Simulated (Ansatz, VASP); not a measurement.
Ti: VASP beside Ansatz

```xyz
1
Lattice="0.0406 2.0503 2.0503 2.0503 0.0406 2.0503 2.0503 2.0503 0.0406" Properties=species:S:1:pos:R:3 pbc="T T T"
Ti    0.0000    0.0000    0.0000
```

Change from the starting cell: equal xy, yz and zx shear strains of +2 %.

Alike in both runs: task single point; functional LDA; k mesh 15 × 15 × 15; occupations fermi-dirac, width 0.05 eV; no spin polarisation.

```csv
,VASP,Ansatz
version,VASP 6.6.1,Ansatz 0.2.0
potentials or method,"VASP PAW LDA potentials, release 64 (Ti_sv), cutoff 520 eV","all-electron LAPW, scalar-relativistic"
```

|  | VASP | Ansatz | Ansatz less VASP |
| --- | --- | --- | --- |
| pressure (GPa) | -5.0 | -4.8 | +0.14 |
| traceless stress, the component that is largest in VASP (GPa) | -0.99 | -1.00 | -0.013 |

LDA's correlation is that of Perdew and Zunger in VASP and of Perdew and Wang (1992) in Ansatz. Ansatz ran all-electron here, and VASP with PAW potentials.
